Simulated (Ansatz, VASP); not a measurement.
One calculation of Pd, two programs

Contents of INCAR:

```
SYSTEM = Pd
PREC = Accurate ; ENCUT = 520
EDIFF = 1E-7 ; ISMEAR = -1
SIGMA = 0.01 ; LREAL = .False.
LASPH = .True. ; NELM = 100
ALGO = Normal ; ISIF = 2
LWAVE = .False. ; LCHARG = .True.
GGA = PE ; LELF = .True.
LVHAR = .True. ; NBANDS = 11
```

Contents of KPOINTS:

```
regular mesh
0
Gamma
  14 14 14
  0 0 0
```

POSCAR

```
Pd
1.0
    0.0000000000      1.9734737307      1.9734737307
    1.9734737307      0.0000000000      1.9734737307
    1.9734737307      1.9734737307      0.0000000000
Pd
1
Direct
    0.0000000000      0.0000000000      0.0000000000
```

Input for Ansatz:

```yaml
crystal:
  lattice:
    - [0.0, 1.9734737307, 1.9734737307]
    - [1.9734737307, 0.0, 1.9734737307]
    - [1.9734737307, 1.9734737307, 0.0]
  atoms:
    - { symbol: Pd, position: [0.0, 0.0, 0.0] }
hamiltonian:
  xc: pbe
  pseudopotentials:
    kind: paw
    azcp:
      Pd: "pseudopotentials/Pd.paw.azcp"
basis:
  ecutwfc: 420
  fft_grid_basis: typed
kpoints:
  mp_grid: { grid: [14, 14, 14], shift: [0, 0, 0] }
magnetization:
  spin_polarized: false
scf:
  occupations: { method: fermi_dirac, width: 0.01 }
  lower_state_search: "off"
output:
  stress: true
```

Alike in both runs: task single point; functional PBE; k mesh 14 × 14 × 14; occupations fermi-dirac, width 0.01 eV; no spin polarisation.

|  | VASP | Ansatz |
| --- | --- | --- |
| version | VASP 6.6.1 | Ansatz 0.2.0 |
| potentials or method | VASP PAW PBE potentials, release 64 (Pd), cutoff 520 eV | plane waves (420 eV) with PAW, scalar-relativistic |
| valence electrons in the cell | 10 | 18 |

Ansatz gave:

| Item | Value |
| --- | --- |
| pressure (GPa) | -0.4 |

Which values does VASP return?

Pressure (GPa): -0.7.

The functional is the same, so the differences come from potentials, cutoffs and numerics. VASP's potentials hold 10 valence electrons a cell and Ansatz's 18, so a difference there can come from the potentials and not from the codes.
